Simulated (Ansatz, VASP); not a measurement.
TiO2 in VASP and in Ansatz

The input INCAR:

```
ALGO = Normal ; EDIFF = 1E-6
ENCUT = 520 ; GGA = PE
ISIF = 2 ; ISMEAR = -1
LASPH = T ; LCHARG = T
LELF = T ; LREAL = F
LVHAR = T ; LWAVE = F
NBANDS = 33 ; NELM = 100
PREC = Accurate ; SIGMA = 0.05
```

The input KPOINTS:

```
k-points
0
Gamma
  10 10 10
```

POSCAR

```
TiO2
1.0
   -1.9046308288      1.9046308288      4.7888062162
    1.9046308288     -1.9046308288      4.7888062162
    1.9046308288      1.9046308288     -4.7888062162
Ti O
2 4
Direct
    0.7500000000      0.2500000000      0.5000000000
    0.0000000000      0.0000000000      0.0000000000
    0.7919000000      0.7919000000      0.0000000000
    0.5419000000      0.0419000000      0.5000000000
    0.9581000000      0.4581000000      0.5000000000
    0.2081000000      0.2081000000      0.0000000000
```

File input.yaml:

```yaml
crystal:
  lattice:
    - [-1.9046308288, 1.9046308288, 4.7888062162]
    - [1.9046308288, -1.9046308288, 4.7888062162]
    - [1.9046308288, 1.9046308288, -4.7888062162]
  atoms:
    - { symbol: Ti, position: [0.75, 0.25, 0.5] }
    - { symbol: Ti, position: [0.0, 0.0, 0.0] }
    - { symbol: O, position: [0.7919, 0.7919, 0.0] }
    - { symbol: O, position: [0.5419, 0.0419, 0.5] }
    - { symbol: O, position: [0.9581, 0.4581, 0.5] }
    - { symbol: O, position: [0.2081, 0.2081, 0.0] }
hamiltonian:
  xc: pbe
  pseudopotentials: { kind: nc, accuracy: stringent }
kpoints:
  mp_grid: { grid: [10, 10, 10] }
scf:
  occupations: { method: fermi_dirac, width: 0.05 }
output:
  forces: true
  stress: true
  eigenvalues: true
  write_density: true
  write_potential: true
  elf: true
  volumetric_format: npy
```

Alike in both runs: task single point; functional PBE; k mesh 10 × 10 × 10; occupations fermi-dirac, width 0.05 eV; no spin polarisation.

|  | VASP | Ansatz |
| --- | --- | --- |
| version | VASP 6.6.1 | Ansatz 0.2.0 |
| potentials or method | VASP PAW PBE potentials, release 64 (Ti_sv, O) | PseudoDojo stringent (PBE files) |
| plane-wave cutoff (eV) | 520 | 1252 |
| valence electrons in the cell | 48 | 48 |

|  | VASP | Ansatz | Ansatz less VASP |
| --- | --- | --- | --- |
| gap on the k mesh at the Fermi level (eV) | 2.07 | 2.11 | +0.043 |
| least direct gap on the mesh (eV) | 2.40 | 2.44 | +0.047 |
| pressure (GPa) | 1.5 | 0.5 | -0.97 |
| traceless stress, the component that is largest in VASP (GPa) | 0.73 | 0.66 | -0.065 |
| rms of the force components (eV/Å) | 0.004 | 0.013 | +0.0097 |

Atom by atom the forces differ by 0.017 eV/Å (rms over components).
